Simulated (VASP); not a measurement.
Write the native input for VASP 6.6.1 that does the following.

```
Task                   : single point
Functional             : PBE
Potentials or basis    : VASP PAW PBE potentials, release 64 (Sn_d, O)
Cutoff                 : 520 eV
k mesh                 : 11 × 11 × 11
Occupations            : fermi-dirac, width 0.0612256 eV
Spin                   : no spin polarisation
Dipole correction      : no
Further INCAR settings : ALGO = Normal; EDIFF = 1e-06; NBANDS = 57
```

The structure of Sn2O3 lies in POSCAR:

```
Sn2O3
1.0
    5.2535526126      0.0000000000      0.0000000000
    0.0000000000      5.2535526126      0.0000000000
    0.0000000000      0.0000000000      5.2535526126
Sn O
4 6
Direct
    0.2500000000      0.2500000000      0.2500000000
    0.7500000000      0.7500000000      0.2500000000
    0.7500000000      0.2500000000      0.7500000000
    0.2500000000      0.7500000000      0.7500000000
    0.5000000000      0.0000000000      0.0000000000
    0.0000000000      0.5000000000      0.0000000000
    0.0000000000      0.0000000000      0.5000000000
    0.5000000000      0.5000000000      0.0000000000
    0.5000000000      0.0000000000      0.5000000000
    0.0000000000      0.5000000000      0.5000000000
```

One way to write it, as run:

INCAR

```
ALGO = Normal ; EDIFF = 1E-6
ENCUT = 520 ; GGA = PE
ISIF = 2 ; ISMEAR = -1
LASPH = True ; LCHARG = False
LREAL = False ; LWAVE = False
NBANDS = 57 ; NELM = 60
PREC = Accurate ; SIGMA = 0.06122561905347299
```

KPOINTS

```
k-points
0
Gamma
  11 11 11
```

Potentials or basis: VASP PAW PBE potentials, release 64 (Sn_d, O).

Run with:

```console
$ cat potpaw_PBE.64/Sn_d/POTCAR potpaw_PBE.64/O/POTCAR > POTCAR
$ mpirun -np 1 vasp_std > vasp.out
```

Results of the run:

The pressure is 0.2 GPa. The band gap on the k mesh is zero (bands 46 and 47 overlap by 0.28 eV).

Caveat: semilocal functionals underestimate gaps, so a narrow gap can read as zero; spin-orbit coupling is left out, which moves the levels of the heavy elements.

Run time: 10 min on 1 thread of AMD EPYC 7R43 64-Core Processor (Zen 3), with other jobs on the host, peak memory 0.39 GiB.
